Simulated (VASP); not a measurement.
## Hg: relaxation of cell and atoms with PBEsol

The system is Hg.

```
Hg
1.0
     2.77575    0.00000    0.00000
    -1.38787    2.40387    0.00000
     0.00000    0.00000    5.28929
Hg
2
Direct
  0.33333 0.66667 0.25000
  0.66667 0.33333 0.75000
```

```
Program                : VASP 6.6.1
Task                   : relaxation of cell and atoms
Functional             : PBEsol
Potentials or basis    : VASP PAW PBE potentials, release 64 (Hg)
Cutoff                 : 500 eV
k mesh                 : 12 × 12 × 4
Occupations            : gaussian, width 0.1 eV
Spin                   : no spin polarisation
Dipole correction      : no
Further INCAR settings : ALGO = Normal; EDIFF = 1e-07; IBRION = 2; EDIFFG = -0.05; NSW = 80; ISIF = 3
```

```json
{
  "Relaxed volume": "23.88 Å³/atom",
  "Relaxed cell": "a = 3.168 Å, b = 3.168 Å, c = 5.496 Å, α = 90.00°, β = 90.00°, γ = 120.00°",
  "Space group after relaxing (to 0.1 Å)": "P6_3/mmc (No. 194)",
  "Energy gained by relaxing": "434.7 meV/atom",
  "Ionic steps": "12",
  "Pressure after relaxing": "0.1 GPa",
  "Band gap on the k mesh": "zero (bands 12 and 13 overlap by 1.95 eV)"
}
```

Step by step:
| step | energy change (eV) | largest force (eV/Å) | pressure (GPa) | volume (Å³) |
| --- | --- | --- | --- | --- |
| 1 | 0.0000 | 0.0000 | 33.11 | 35.29 |
| 2 | -0.7516 | 0.0000 | -2.96 | 57.29 |
| 3 | -0.8614 | 0.0000 | 0.22 | 46.76 |
| 4 | -0.8617 | 0.0000 | -0.32 | 47.67 |
| 5 | -0.8619 | 0.0000 | -0.17 | 47.37 |
| 6 | -0.8619 | 0.0000 | -0.01 | 47.10 |
| 7 | -0.8638 | 0.0000 | 0.09 | 46.99 |
| 8 | -0.8659 | 0.0000 | 0.44 | 46.73 |
| 9 | -0.8660 | 0.0000 | 0.55 | 46.66 |
| 10 | -0.8681 | 0.0000 | 0.38 | 47.20 |
| 11 | -0.8678 | 0.0000 | -0.49 | 48.53 |
| 12 | -0.8693 | 0.0000 | 0.06 | 47.76 |

Final structure:
```xyz
2
Lattice="3.1679 0.0000 0.0000 -1.5839 2.7435 0.0000 0.0000 0.0000 5.4957" Properties=species:S:1:pos:R:3 pbc="T T T"
Hg    0.0000    1.8290    1.3739
Hg    1.5839    0.9145    4.1218
```

Levels at points of the mesh, in eV from the Fermi level:
| k point | band 10 | band 11 | band 12 | band 13 | band 14 | band 15 |
| --- | --- | --- | --- | --- | --- | --- |
| (0.00, 0.00, 0.00) | -5.70 | -5.70 | -2.09 | -1.70 | 12.76 | 13.51 |
| (0.50, 0.00, 0.00) | -5.44 | -1.94 | -1.87 | 2.43 | 2.60 | 4.02 |
| (0.00, 0.00, 0.50) | -5.89 | -5.89 | -5.89 | 5.61 | 5.61 | 13.85 |
| (0.50, 0.00, 0.50) | -5.46 | -1.00 | -1.00 | -0.19 | -0.19 | 9.12 |

It took 4.8 min on 1 thread of Intel Xeon 8259CL, with other jobs on the host, peak memory 0.17 GiB.

Caveat: the volume moved by over 15 % at a fixed basis, so the end points are rough; the PAW data sets were made with another functional, which shifts forces and pressure a little; spin-orbit coupling is left out, which moves the levels of the heavy elements. Zero-point motion and thermal expansion aren't in these numbers.
